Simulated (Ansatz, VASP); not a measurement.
Two plane-wave programs on KScS2

```
K S Sc
1.0
     4.11440    0.00000    0.00000
     0.00000    4.11440    0.00000
     0.00000    0.00000    5.57269
K S Sc
1 2 1
Direct
  0.00000 0.00000 0.00000
  0.00000 0.00000 0.50000
  0.50000 0.50000 0.00000
  0.50000 0.50000 0.50000
```

Alike in both runs: task single point; functional r2SCAN; k mesh 6 × 6 × 4; occupations fermi-dirac, width 0.02 eV; no spin polarisation.

```csv
,VASP,Ansatz
version,VASP 6.6.1,Ansatz 0.2.0
potentials or method,"VASP PAW PBE potentials, release 64 (K_sv, S, Sc_sv)","plane waves, PAW"
plane-wave cutoff (eV),520,500
valence electrons in the cell,32,32
```

|  | VASP | Ansatz | Ansatz less VASP |
| --- | --- | --- | --- |
| pressure (GPa) | -3.1 | -3.3 | -0.17 |

VASP's potentials were made for PBE, not for r2SCAN. With one functional, cell and mesh, what is left measures potentials, basis and numerics.
